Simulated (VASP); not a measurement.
# BN: single point with r2SCAN

The system is BN.

```
B N
1.0
     2.42655    0.00000    0.00000
     0.00000    7.01709    0.00000
     0.00000    0.00000    4.36136
B N
4 4
Direct
  0.50000 0.00000 0.49944
  0.50000 0.50000 0.99944
  0.00000 0.00000 0.99944
  0.00000 0.50000 0.49944
  0.50000 0.00000 0.16726
  0.50000 0.50000 0.66726
  0.00000 0.00000 0.66726
  0.00000 0.50000 0.16726
```

This cell differs from its parent crystal: uniaxial strain along a: -3.0 %.

```json
{
  "Program": "VASP 6.6.1",
  "Task": "single point",
  "Functional": "r2SCAN",
  "Potentials or basis": "VASP PAW PBE potentials, release 64 (B, N)",
  "Cutoff": "520 eV",
  "k mesh": "10 × 4 × 6",
  "Occupations": "gaussian, width 0.02 eV",
  "Spin": "no spin polarisation",
  "Dipole correction": "no",
  "Further INCAR settings": "ALGO = Normal; EDIFF = 1e-07; NBANDS = 26"
}
```

The pressure is 9.0 GPa and the largest force is 0.277 eV/Å. The band gap on the k mesh is 4.21 eV.

Forces on the atoms (eV/Å):
```
B    0.000  0.000 -0.277
B    0.000  0.000 -0.277
B    0.000  0.000 -0.277
B    0.000  0.000 -0.277
N    0.000  0.000  0.277
N    0.000  0.000  0.277
N    0.000  0.000  0.277
N    0.000  0.000  0.277
```

Stress tensor (GPa, compression positive):
```
27.95  0.00  0.00
 0.00 -0.37  0.00
 0.00  0.00 -0.48
```

Levels at points of the mesh, in eV from the valence-band top:
```tsv
k point	band 13	band 14	band 15	band 16	band 17	band 18	band 19	band 20
(0.00, 0.00, 0.00)	-1.62	-1.29	-1.27	-0.82	4.21	5.08	6.43	10.18
(0.50, 0.00, 0.00)	-1.60	-1.60	-0.79	-0.79	6.30	6.30	6.59	6.59
(0.00, 0.50, 0.00)	-1.33	-1.33	-1.28	-1.28	5.12	5.12	7.27	7.27
(0.50, 0.50, 0.00)	-1.20	-1.20	-1.20	-1.20	6.34	6.34	6.34	6.34
(0.00, 0.00, 0.50)	-2.89	-2.89	-2.86	-2.86	7.04	7.04	8.82	8.82
(0.50, 0.00, 0.50)	-1.03	-1.03	-1.03	-1.03	5.53	5.53	5.53	5.53
(0.00, 0.50, 0.50)	-2.87	-2.87	-2.87	-2.87	8.35	8.35	8.35	8.35
(0.50, 0.50, 0.50)	-0.99	-0.99	-0.99	-0.99	5.33	5.33	5.33	5.33
```

Run time: 3.6 min on 1 thread of Intel(R) Xeon(R) 6975P-C (Granite Rapids), with other jobs on the host, peak memory 0.24 GiB.

Caveat: the cell differs from its parent crystal (uniaxial strain along a: -3.0 %); the stress differs along the axes, from -0 to 28 GPa; the PAW data sets were made with another functional, which shifts forces and pressure a little. A k mesh can miss the band edges.
